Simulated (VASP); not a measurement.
# TaO (Pbcm) in VASP: further runs

TaO is run at these levels: PBE; tasks: single point, relaxation of cell and atoms.

Everything below comes from runs of VASP 6.6.1. Logs are shortened: lines on timing, memory, paths and dates and some standing lists are left out, and cuts for length are marked.

## (1) The cell of the first run

The structure is orthorhombic, space group Pbcm (No. 57). The conventional cell has a = 4.872 Å, b = 4.387 Å, c = 4.143 Å, α = 90.00°, β = 90.00°, γ = 90.00°. Within 2.6 Å of Ta (site symmetry m) lie 5 O at 1.94 to 2.49 Å. O (site symmetry m) has 5 Ta at 1.94 to 2.49 Å and 6 O at 2.54 to 2.64 Å within 2.7 Å.

## (2) Single point, PBE

File INCAR:

```
PREC = Accurate
ENCUT = 520
EDIFF = 1E-7
ISMEAR = 0
SIGMA = 0.1
LREAL = F
LASPH = T
NELM = 80
ALGO = Normal
ISIF = 2
LWAVE = F
LCHARG = F
GGA = PE
NBANDS = 44
```

File KPOINTS:

```
regular mesh
0
Gamma
  4 4 4
```

File POSCAR:

```
TaO
1.0
    4.8722012009      0.0000000000      0.0000000000
    0.0000000000      4.3870560721      0.0000000000
    0.0000000000      0.0000000000      4.1427889848
Ta O
4 4
Direct
    0.2550000000      0.0096000000      0.2500000000
    0.7450000000      0.9904000000      0.7500000000
    0.2550000000      0.4904000000      0.7500000000
    0.7450000000      0.5096000000      0.2500000000
    0.8593000000      0.0628000000      0.2500000000
    0.1407000000      0.9372000000      0.7500000000
    0.8593000000      0.4372000000      0.7500000000
    0.1407000000      0.5628000000      0.2500000000
```

Potentials or basis: VASP PAW PBE potentials, release 64 (Ta_pv, O).

Command:

```sh
> cat potpaw_PBE.64/Ta_pv/POTCAR potpaw_PBE.64/O/POTCAR > POTCAR
> mpirun -np 1 vasp_std > vasp.out
```

OUTCAR:

```text
PREC = Accurate
   ENCUT = 520
   EDIFF = 1E-7
   ISMEAR = 0
   LREAL = F
   LASPH = T
   NELM = 80
   ISIF = 2
   GGA = PE

 ion  position               nearest neighbor table
   1  0.255  0.010  0.250-   5 1.94   8 2.04   6 2.17   6 2.17   8 2.49   3 2.96   3 2.96   3 3.08
                             3 3.08   2 3.16   2 3.16   2 3.24   2 3.24   4 3.24   4 3.24   4 3.31
   2  0.745  0.990  0.750-   6 1.94   7 2.04   5 2.17   5 2.17   7 2.49   4 2.96   4 2.96   4 3.08
                             4 3.08   1 3.16   1 3.16   1 3.24   1 3.24   3 3.24   3 3.24   3 3.31
   3  0.255  0.490  0.750-   7 1.94   6 2.04   8 2.17   8 2.17   6 2.49   1 2.96   1 2.96   1 3.08
                             1 3.08   4 3.16   4 3.16   4 3.24   4 3.24   2 3.24   2 3.24   2 3.31
   4  0.745  0.510  0.250-   8 1.94   5 2.04   7 2.17   7 2.17   5 2.49   2 2.96   2 2.96   2 3.08
                             2 3.08   3 3.16   3 3.16   3 3.24   3 3.24   1 3.24   1 3.24   1 3.31
   5  0.859  0.063  0.250-   1 1.94   4 2.04   2 2.17   2 2.17   4 2.49
   6  0.141  0.937  0.750-   2 1.94   3 2.04   1 2.17   1 2.17   3 2.49
   7  0.859  0.437  0.750-   3 1.94   2 2.04   4 2.17   4 2.17   2 2.49
   8  0.141  0.563  0.250-   4 1.94   1 2.04   3 2.17   3 2.17   1 2.49

  LATTYP: Found a simple orthorhombic cell.
 ALAT       =     4.1427889848
 B/A-ratio  =     1.0589619911
 C/A-ratio  =     1.1760679143

  Lattice vectors:

 A1 = (   0.0000000000,   0.0000000000,  -4.1427889848)
 A2 = (   0.0000000000,   4.3870560721,   0.0000000000)
 A3 = (   4.8722012009,   0.0000000000,   0.0000000000)

Analysis of symmetry for initial positions (statically):
=====================================================================
 Subroutine PRICEL returns:
 Original cell was already a primitive cell.

 Routine SETGRP: Setting up the symmetry group for a
 simple orthorhombic supercell.

 Subroutine GETGRP returns: Found  8 space group operations
 (whereof  2 operations were pure point group operations)
 out of a pool of  8 trial point group operations.

The static configuration has the point symmetry S_2 .
 The point group associated with its full space group is D_2h.

Analysis of symmetry for dynamics (positions and initial velocities):
=====================================================================
 Subroutine PRICEL returns:
 Original cell was already a primitive cell.

 Routine SETGRP: Setting up the symmetry group for a
 simple orthorhombic supercell.

 Subroutine GETGRP returns: Found  8 space group operations
 (whereof  2 operations were pure point group operations)
 out of a pool of  8 trial point group operations.

The dynamic configuration has the point symmetry S_2 .
 The point group associated with its full space group is D_2h.

 Subroutine INISYM returns: Found  8 space group operations
 (whereof  2 operations are pure point group operations),
 and found     1 'primitive' translations

----------------------------------------------------------------------------------------

                                     Primitive cell

  volume of cell :      88.5505

  direct lattice vectors                    reciprocal lattice vectors
     4.872201201  0.000000000  0.000000000     0.205246039  0.000000000  0.000000000
     0.000000000  4.387056072  0.000000000     0.000000000  0.227943291  0.000000000
     0.000000000  0.000000000  4.142788985     0.000000000  0.000000000  0.241383282

  length of vectors
     4.872201201  4.387056072  4.142788985     0.205246039  0.227943291  0.241383282

  position of ions in fractional coordinates (direct lattice)
     0.255000000  0.009600000  0.250000000
     0.745000000  0.990400000  0.750000000
     0.255000000  0.490400000  0.750000000
     0.745000000  0.509600000  0.250000000
     0.859300000  0.062800000  0.250000000
     0.140700000  0.937200000  0.750000000
     0.859300000  0.437200000  0.750000000
     0.140700000  0.562800000  0.250000000

  ion indices of the primitive-cell ions
   primitive index   ion index
                 1           1
                 2           2
                 3           3
                 4           4
                 5           5
                 6           6
                 7           7
                 8           8

----------------------------------------------------------------------------------------

 KPOINTS: regular mesh

Automatic generation of k-mesh.
 Grid dimensions read from file:
 generate k-points for:    4    4    4

 Generating k-lattice:

  Cartesian coordinates                     Fractional coordinates (reciprocal lattice)
     0.051311510  0.000000000  0.000000000     0.250000000  0.000000000  0.000000000
     0.000000000  0.056985823  0.000000000     0.000000000  0.250000000  0.000000000
     0.000000000  0.000000000  0.060345820     0.000000000  0.000000000  0.250000000

  Length of vectors
     0.051311510  0.056985823  0.060345820

  Shift w.r.t. Gamma in fractional coordinates (k-lattice)
     0.000000000  0.000000000  0.000000000

 Subroutine IBZKPT returns following result:
 ===========================================

 Found     27 irreducible k-points:

 Following reciprocal coordinates:
            Coordinates               Weight
  0.000000  0.000000  0.000000      1.000000
  0.250000  0.000000  0.000000      2.000000
  0.500000  0.000000  0.000000      1.000000
  0.000000  0.250000  0.000000      2.000000
  0.250000  0.250000  0.000000      4.000000
  0.500000  0.250000  0.000000      2.000000
[... 16 lines left out ...]
  0.250000  0.250000  0.500000      4.000000
  0.500000  0.250000  0.500000      2.000000
 [... further k-points ...]
   k-points           NKPTS =     27   k-points in BZ     NKDIM =     27   number of bands    NBANDS=     44
   number of dos      NEDOS =    301   number of ions     NIONS =      8
   total plane-waves  NPLWV =  41472
   dimension x,y,z NGX =    36 NGY =   36 NGZ =   32
   dimension x,y,z NGXF=    72 NGYF=   72 NGZF=   64
   ions per type =               4   4
   NGX,Y,Z   is equivalent  to a cutoff of  12.28, 13.64, 12.84 a.u.
   NGXF,Y,Z  is equivalent  to a cutoff of  24.57, 27.28, 25.68 a.u.
 SYSTEM =  unknown system
   PREC   = accura    normal or accurate (medium, high low for compatibility)
   ISTART =      0    job   : 0-new  1-cont  2-samecut
   ICHARG =      2    charge: 1-file 2-atom 10-const
   ISPIN  =      1    spin polarized calculation?
   LNONCOLLINEAR =      F non collinear calculations
   LSORBIT =      F    spin-orbit coupling
   LASPH  =      T    aspherical Exc in radial PAW
   ENCUT  =  520.0 eV  38.22 Ry    6.18 a.u.   9.06  8.16  7.70*2*pi/ulx,y,z
   NELM   =     80;   NELMIN=  2; NELMDL= -5     # of ELM steps
   EDIFF  = 0.1E-06   stopping-criterion for ELM
   LREAL  =      F    real-space projection
   EDIFFG = 0.1E-05   stopping-criterion for IOM
   NSW    =      0    number of steps for IOM
   IBRION =     -1    ionic relax: 0-MD 1-quasi-New 2-CG
   NFREE  =      0    steps in history (QN), initial steepest desc. (CG)
   ISIF   =      2    stress and relaxation
   ISYM   =      2    0-nonsym 1-usesym 2-fastsym
   POTIM  = 0.5000    time-step for ionic-motion
   TEBEG  =    0.0;   TEEND  =   0.0 temperature during run
   PSTRESS=    0.0 pullay stress
   NELECT =      68.0000    total number of electrons
   NUPDOWN=      -1.0000    fix difference up-down
   EMIN   =  10.00;   EMAX   =-10.00  energy-range for DOS
   EFERMI =   0.00;   METHOD = LEGACY
   ISMEAR =     0;   SIGMA  =   0.10  broadening in eV -4-tet -1-fermi 0-gaus
   EFERMI_NEDOS =   21; number of points for ismear=-14 and -15
   IALGO  =     38    algorithm
   IMIX   =      4    mixing-type and parameters
     AMIX     =   0.40;   BMIX     =  1.00
     AMIX_MAG =   1.60;   BMIX_MAG =  1.00
  volume/ion in A,a.u.               =      11.07        74.70
  Fermi-wavevector in a.u.,A,eV,Ry     =   1.499158  2.832998 30.578749  2.247475
  Thomas-Fermi vector in A             =   2.610824
   LORBIT       =      0    0 simple, 1 ext, 2 COOP (PROOUT), +10 PAW based schemes
   GGA     = PE    functional components
   LHFCALC =     F    Hartree Fock is set to
   AEXX    =    0.0000 exact exchange contribution
   IVDW    =     0    specifies the selected vdW correction
   LEPSILON=     F    determine dielectric tensor
   LRPA    =     F    only Hartree local field effects (RPA)
 non-spin polarized calculation
 Gauss-broadening in eV      SIGMA  =   0.10
  energy-cutoff  :      520.00
  volume of cell :       88.55
 maximum number of plane-waves:      2404
   NGX = 19   NGY = 17   NGZ = 15

 number of electron      68.0000005 magnetization

 Free energy of the ion-electron system (eV)
  ---------------------------------------------------
  ext. energy  EPLUGINS =         0.00000000
  ---------------------------------------------------
  free energy    TOTEN  =       -75.98057925 eV

  energy without entropy =      -75.95976561  energy(sigma->0) =      -75.97017243

 E-fermi :   8.9325     XC(G=0): -13.1214

 val. band max:        8.8419801102   @ k =   0.5000   0.0000   0.5000
 cond. band min:       8.9424117189   @ k =   0.2500   0.0000   0.2500
 fundamental gap:      0.1004316087
 Fermi energy:         8.9325142736

 k-point     1 :       0.0000    0.0000    0.0000
  band No.  band energies     occupation
      1     -27.7315      2.00000
      2     -27.5330      2.00000
      3     -27.4365      2.00000
      4     -27.2783      2.00000
      5     -27.2418      2.00000
      6     -27.1864      2.00000
[... 36 lines left out ...]
     43      11.6287      0.00000
     44      11.8006      0.00000

 k-point     2 :       0.2500    0.0000    0.0000
  band No.  band energies     occupation
      1     -27.6550      2.00000
      2     -27.4889      2.00000
      3     -27.3965      2.00000
      4     -27.2852      2.00000
      5     -27.2702      2.00000
      6     -27.2047      2.00000
[... 1026 lines left out ...]
 k-point    24 :       0.5000    0.2500    0.5000
  band No.  band energies     occupation
      1     -27.6424      2.00000
      2     -27.6424      2.00000
      3     -27.5802      2.00000
      4     -27.5802      2.00000
      5     -27.0987      2.00000
      6     -27.0987      2.00000
[... 36 lines left out ...]
     43      12.1684      0.00000
     44      12.1684      0.00000

 [... further k-points ...]

------------------------ aborting loop because EDIFF is reached ----------------------------------------

  FORCE on cell =-STRESS in cart. coord.  units (eV):
  Direction    XX          YY          ZZ          XY          YZ          ZX
  --------------------------------------------------------------------------------------
  -------------------------------------------------------------------------------------
  Total       36.2431381     12.1704567      8.7274097      0.0000000      0.0000000      0.0000000
  in kB      655.7603640    220.2045291    157.9082193      0.0000000      0.0000000      0.0000000
  external PRESSURE =     344.6243708 kB  Pullay stress =       0.0000000 kB

 VOLUME and BASIS-vectors are now :
 -----------------------------------------------------------------------------
  energy-cutoff  :      520.00
  volume of cell :       88.55
      direct lattice vectors                 reciprocal lattice vectors
     4.872201201  0.000000000  0.000000000     0.205246039  0.000000000  0.000000000
     0.000000000  4.387056072  0.000000000     0.000000000  0.227943291  0.000000000
     0.000000000  0.000000000  4.142788985     0.000000000  0.000000000  0.241383282

 POSITION                                       TOTAL-FORCE (eV/Angst)
 -----------------------------------------------------------------------------------
      1.24241      0.04212      1.03570         5.669058      1.783212      0.000000
      3.62979      4.34494      3.10709        -5.669058     -1.783212      0.000000
      1.24241      2.15141      3.10709         5.669058     -1.783212     -0.000000
      3.62979      2.23564      1.03570        -5.669058      1.783212      0.000000
      4.18668      0.27551      1.03570        -1.296531     -0.791750     -0.000000
      0.68552      4.11155      3.10709         1.296531      0.791750     -0.000000
      4.18668      1.91802      3.10709        -1.296531      0.791750     -0.000000
      0.68552      2.46904      1.03570         1.296531     -0.791750      0.000000
 -----------------------------------------------------------------------------------
    total drift:                                0.000000      0.000000     -0.000000

  FREE ENERGIE OF THE ION-ELECTRON SYSTEM (eV)
  ---------------------------------------------------
  free  energy   TOTEN  =       -75.9805792520 eV

  energy  without entropy=      -75.9597656058  energy(sigma->0) =      -75.97017243
```

Run time: 2.1 min. Hardware: 1 thread of AMD EPYC 7R43 (Zen 3), shared host; peak memory 0.2 GiB.

What came out:

```
Free energy            : -75.9806 eV
Pressure               : 34.5 GPa
Largest force          : 5.943 eV/Å
Band gap on the k mesh : zero (bands 34 and 35 overlap by 0.86 eV)
```

Forces on the atoms (eV/Å):
```
Ta   5.669  1.783  0.000
Ta  -5.669 -1.783  0.000
Ta   5.669 -1.783  0.000
Ta  -5.669  1.783  0.000
O   -1.297 -0.792  0.000
O    1.297  0.792  0.000
O   -1.297  0.792  0.000
O    1.297 -0.792  0.000
```

Levels at points of the mesh, in eV from the Fermi level:
| k point | band 31 | band 32 | band 33 | band 34 | band 35 | band 36 | band 37 | band 38 |
| --- | --- | --- | --- | --- | --- | --- | --- | --- |
| (0.00, 0.00, 0.00) | -3.27 | -2.70 | -1.77 | 0.24 | 0.41 | 0.42 | 0.58 | 0.79 |
| (0.50, 0.00, 0.00) | -2.58 | -2.44 | -1.17 | 0.29 | 0.51 | 0.53 | 0.61 | 2.08 |
| (0.00, 0.50, 0.00) | -2.55 | -2.55 | -0.60 | -0.60 | -0.29 | -0.29 | 0.98 | 0.98 |
| (0.50, 0.50, 0.00) | -1.47 | -1.47 | -0.49 | -0.49 | 0.81 | 0.81 | 0.98 | 0.98 |
| (0.00, 0.00, 0.50) | -2.82 | -2.82 | -0.47 | -0.47 | -0.40 | -0.40 | 0.23 | 0.23 |
| (0.50, 0.00, 0.50) | -1.81 | -1.81 | -0.09 | -0.09 | 0.25 | 0.25 | 0.96 | 0.96 |
| (0.00, 0.50, 0.50) | -3.21 | -3.21 | 0.15 | 0.15 | 0.15 | 0.15 | 1.23 | 1.23 |
| (0.50, 0.50, 0.50) | -1.29 | -1.29 | -0.11 | -0.11 | -0.11 | -0.11 | 1.92 | 1.92 |

Caveat: the k points lie up to 0.38 Å⁻¹ apart, too coarse for converged energies and pressures of a metal; spin-orbit coupling is left out, which moves the levels of the heavy elements; forces of over 1 eV/Å act on the atoms, so gaps and moduli don't describe the material at rest.

## (3) Relaxation of cell and atoms, PBE

File INCAR:

```
SYSTEM = TaO
PREC = Accurate
ENCUT = 600
EDIFF = 1E-6
ISMEAR = 0
SIGMA = 0.1
LREAL = .FALSE.
LASPH = .TRUE.
NELM = 60
ALGO = Normal
ISIF = 3
LWAVE = .FALSE.
LCHARG = .FALSE.
GGA = PE
IBRION = 2
NSW = 90
EDIFFG = -0.04
```

File KPOINTS:

```
Automatic mesh
0
G
  4 4 4
  0 0 0
```

POSCAR is that of step 2.

Potentials or basis: VASP PAW PBE potentials, release 64 (Ta_pv, O).

Command:

```sh
> cat potpaw_PBE.64/Ta_pv/POTCAR potpaw_PBE.64/O/POTCAR > POTCAR
> mpirun -np 1 vasp_std > vasp.out
```

It took 34 min on 1 thread of AMD EPYC 7R43 (Zen 3), shared host; peak memory 0.23 GiB.

Results (log left out):

- Free energy: -80.1784 eV
- Relaxed volume: 11.66 Å³/atom
- Relaxed cell: a = 5.644 Å, b = 4.067 Å, c = 4.063 Å, α = 90.00°, β = 90.00°, γ = 90.00°
- Space group after relaxing (to 0.1 Å): P4/nmm (No. 129)
- Energy gained by relaxing: 523.1 meV/atom
- Ionic steps: 19
- Pressure after relaxing: -0.1 GPa
- Largest force after relaxing: 0.036 eV/Å
- Band gap on the k mesh: zero (bands 34 and 35 overlap by 1.53 eV)

Forces in eV/Å, atoms in the order of the input:
```
Ta  -0.006 -0.035  0.000
Ta   0.006  0.035  0.000
Ta  -0.006  0.035  0.000
Ta   0.006 -0.035  0.000
O   -0.012 -0.012  0.000
O    0.012  0.012  0.000
O   -0.012  0.012  0.000
O    0.012 -0.012  0.000
```

Stress tensor (GPa, compression positive):
```
-0.08  0.00  0.00
 0.00 -0.29  0.00
 0.00  0.00 -0.06
```

The path:
| step | energy change (eV) | largest force (eV/Å) | pressure (GPa) | volume (Å³) |
| --- | --- | --- | --- | --- |
| 1 | 0.0000 | 5.9386 | 34.29 | 88.55 |
| 2 | 1.8438 | 2.4873 | -36.77 | 121.73 |
| 3 | -2.3983 | 0.9762 | -13.53 | 100.04 |
| 4 | -2.4463 | 0.9954 | -10.75 | 98.85 |
| 5 | -2.4586 | 0.9982 | -8.33 | 97.90 |
| 6 | -3.1101 | 1.1477 | 5.06 | 92.25 |
| 7 | -3.1173 | 1.1610 | 7.19 | 91.56 |
| 8 | -3.5687 | 1.5117 | 1.42 | 93.20 |
| 9 | -3.6225 | 1.8560 | -1.47 | 94.26 |
| 10 | -3.6383 | 1.7541 | -0.57 | 93.88 |
| 11 | -4.0022 | 0.8012 | -3.16 | 94.68 |
| 12 | -4.0045 | 0.7991 | -3.26 | 94.74 |
| 13 | -4.1486 | 0.2800 | 2.95 | 92.40 |
| 14 | -4.1499 | 0.2702 | 3.64 | 92.16 |
| 15 | -4.1702 | 0.1022 | -2.45 | 93.95 |
| 16 | -4.1798 | 0.1405 | -0.36 | 93.31 |
| 17 | -4.1830 | 0.0811 | 0.01 | 93.18 |
| 18 | -4.1837 | 0.0767 | 0.30 | 93.08 |
| 19 | -4.1847 | 0.0360 | -0.14 | 93.26 |

Final structure:
```cif
data_structure
_symmetry_space_group_name_H-M 'P 1'
_symmetry_Int_Tables_number 1
_cell_length_a 5.6444
_cell_length_b 4.0668
_cell_length_c 4.0630
_cell_angle_alpha 90.000
_cell_angle_beta 90.000
_cell_angle_gamma 90.000
_cell_volume 93.26
loop_
_atom_site_label
_atom_site_type_symbol
_atom_site_fract_x
_atom_site_fract_y
_atom_site_fract_z
_atom_site_occupancy
Ta1 Ta 0.29228 0.00042 0.25000 1
Ta2 Ta 0.70772 0.99958 0.75000 1
Ta3 Ta 0.29228 0.49958 0.75000 1
Ta4 Ta 0.70772 0.50042 0.25000 1
O1 O 0.86173 0.00050 0.25000 1
O2 O 0.13827 0.99950 0.75000 1
O3 O 0.86173 0.49950 0.75000 1
O4 O 0.13827 0.50050 0.25000 1
```

Levels at points of the mesh, in eV from the Fermi level:
```csv
k point,band 30,band 31,band 32,band 33,band 34,band 35,band 36,band 37,band 38,band 39
"(0.00, 0.00, 0.00)",-4.16,-2.97,-1.68,-1.67,-0.50,-0.50,-0.27,1.89,1.89,2.93
"(0.50, 0.00, 0.00)",-3.22,-1.76,-1.75,-1.75,1.03,1.22,1.55,1.55,1.63,1.63
"(0.00, 0.50, 0.00)",-3.65,-2.15,-2.15,-0.83,-0.83,0.76,0.76,1.10,1.10,2.08
"(0.50, 0.50, 0.00)",-2.40,-2.11,-2.11,0.41,0.41,0.51,0.51,1.60,1.60,1.99
"(0.00, 0.00, 0.50)",-3.65,-2.16,-2.16,-0.84,-0.84,0.77,0.77,1.11,1.11,2.09
"(0.50, 0.00, 0.50)",-2.40,-2.11,-2.11,0.41,0.41,0.51,0.51,1.60,1.60,1.99
"(0.00, 0.50, 0.50)",-2.99,-2.99,-2.99,-0.32,-0.32,-0.32,-0.32,1.66,1.66,1.66
"(0.50, 0.50, 0.50)",-2.47,-2.47,-2.47,0.07,0.07,0.07,0.07,2.26,2.26,2.26
```

Caveat: the k points lie up to 0.39 Å⁻¹ apart in the final cell, too coarse for converged energies and pressures of a metal; a cell axis changed by over 15 % at a fixed basis, so the end point is rough; spin-orbit coupling is left out, which moves the levels of the heavy elements.

The gap in the log of VASP goes by the Fermi energy; the results here count the filled bands.